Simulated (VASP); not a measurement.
Sn:

```
Sn
1.0
     0.00000    3.27589    3.27589
     3.27589    0.00000    3.27589
     3.27589    3.27589    0.00000
Sn
2
Direct
  0.75000 0.75000 0.75000
  0.50000 0.50000 0.50000
```

Base run:

| Item | Value |
| --- | --- |
| Program | VASP 6.6.1 |
| Functional | r2SCAN |
| Potentials or basis | VASP PAW PBE potentials, release 64 (Sn_d) |
| Cutoff | 520 eV |
| k mesh | 7 × 7 × 7 |
| Occupations | fermi-dirac, width 0.05 eV |
| Spin | no spin polarisation |

Its results: band gap on the k mesh zero (filled and empty bands touch); pressure 0.3 GPa.

After a change of settings the same cell gave: band gap on the k mesh zero (filled and empty bands touch); pressure -0.3 GPa. Which change was it?
A. functional from r2SCAN to PBE; further incar settings from ALGO = Normal; EDIFF = 1e-06; NBANDS = 21 to ALGO = Normal; EDIFF = 1e-07; NBANDS = 21
B. dispersion from none to D3(BJ)
C. functional from r2SCAN to BLYP

B.

Dispersion adds attraction, which lowers the pressure at fixed volume and, as a term added to the energy, leaves the levels alone.

Caveats: the PAW data sets were made with another functional, which shifts forces and pressure a little; spin-orbit coupling is left out, which moves the levels of the heavy elements; pairwise dispersion overbinds metals, which lowers pressure and volume (some runs).
